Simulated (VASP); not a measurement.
# SiGe2N: relaxation of cell and atoms with PBE

The system is SiGe2N.

```
Si Ge N
1.0
     3.33202    0.00000    0.00000
    -1.66601    2.88562    0.00000
     0.00000    0.00000    6.93351
Si Ge N
1 2 1
Direct
  0.00000 0.00000 0.50000
  0.00000 0.00000 0.20379
  0.00000 0.00000 0.79621
  0.00000 0.00000 0.00000
```

```json
{"Program": "VASP 6.6.1", "Task": "relaxation of cell and atoms", "Functional": "PBE", "Potentials or basis": "VASP PAW PBE potentials, release 64 (Si, Ge_d, N)", "Cutoff": "600 eV", "k mesh": "6 × 6 × 4", "Occupations": "gaussian, width 0.1 eV", "Spin": "no spin polarisation", "Dipole correction": "no", "Further INCAR settings": "ALGO = Normal; EDIFF = 1e-06; IBRION = 2; EDIFFG = -0.04; NSW = 90; ISIF = 3"}
```

```yaml
Relaxed_volume: 17.79 Å³/atom
Relaxed_cell: a = 2.999 Å, b = 2.999 Å, c = 9.139 Å, α = 90.00°, β = 90.00°, γ = 120.00°
Space_group_after_relaxing_to_0.05_Å: P6/mmm (No. 191)
Energy_gained_by_relaxing: 1980.5 meV/atom
Ionic_steps: 29
Pressure_after_relaxing: 0.1 GPa
Largest_force_after_relaxing: 0.015 eV/Å
```

Forces in eV/Å, atoms in the order of the input:
```
Si   0.000  0.000  0.000
Ge   0.000  0.000 -0.015
Ge   0.000  0.000  0.015
N    0.000  0.000  0.000
```

Stress tensor (GPa, compression positive):
```
 0.15  0.00  0.00
 0.00  0.15  0.00
 0.00  0.00 -0.04
```

The path:
```tsv
step	energy change (eV)	largest force (eV/Å)	pressure (GPa)	volume (Å³)
1	0.0000	18.7148	62.06	66.67
2	1.7811	0.6603	-18.96	124.45
3	-0.6426	1.9295	-9.62	112.79
4	-1.0268	2.4445	-7.23	109.22
5	-1.3202	3.1989	-4.82	104.94
6	-1.3974	3.5284	-4.02	103.34
7	-2.1829	0.7737	-13.34	96.00
8	-2.1843	0.7702	-13.45	95.94
9	-3.4563	1.5033	-9.09	80.06
10	-1.1296	1.7707	58.22	48.90
11	-3.8526	1.7392	-3.91	72.56
12	-3.9510	1.8453	3.93	64.97
13	-3.9665	1.8296	2.39	66.36
14	-4.3209	1.8893	2.14	65.43
15	-5.4250	2.3606	0.78	62.39
16	-7.2436	1.6458	10.94	55.30
17	-5.8324	6.7475	45.47	52.34
18	-7.2168	1.6050	12.08	55.04
19	-7.6192	0.3431	10.75	59.34
20	-7.6183	1.9343	12.19	62.56
21	-7.9022	0.6108	1.76	71.03
22	-7.9132	0.4187	1.61	72.47
23	-7.8945	0.0149	-1.60	75.42
24	-7.9110	0.2857	-0.11	73.41
25	-7.9123	0.3395	0.13	73.03
26	-7.9127	0.3799	0.30	72.75
27	-7.9185	0.2113	0.05	72.35
28	-7.9215	0.0565	-0.44	71.73
29	-7.9219	0.0148	0.09	71.17
```

Final structure:
```xyz
4
Lattice="2.9987 0.0000 0.0000 -1.4993 2.5969 0.0000 0.0000 0.0000 9.1389" Properties=species:S:1:pos:R:3 pbc="T T T"
Si    0.0000    0.0000    4.5695
Ge    0.0000    0.0000    1.7364
Ge    0.0000    0.0000    7.4025
N     0.0000    0.0000    0.0000
```

Levels at points of the mesh, in eV from the Fermi level:
| k point | band 15 | band 16 | band 17 | band 18 | band 19 | band 20 | band 21 | band 22 |
| --- | --- | --- | --- | --- | --- | --- | --- | --- |
| (0.00, 0.00, 0.00) | -5.56 | 0.10 | 0.10 | 0.19 | 3.20 | 6.98 | 6.98 | 8.22 |
| (0.50, 0.00, 0.00) | -3.82 | -3.34 | -3.09 | -3.06 | -0.82 | 0.18 | 3.21 | 3.85 |
| (0.00, 0.00, 0.50) | -3.74 | -1.75 | 0.10 | 0.10 | 5.51 | 6.55 | 6.86 | 6.86 |
| (0.50, 0.00, 0.50) | -4.92 | -4.46 | -2.46 | -1.02 | -0.81 | -0.50 | 1.78 | 3.67 |

Wall time 30 min on 1 thread of Intel Xeon 8259CL (shared host), peak memory 0.24 GiB.

Caveat: the k points lie up to 0.40 Å⁻¹ apart in the final cell.
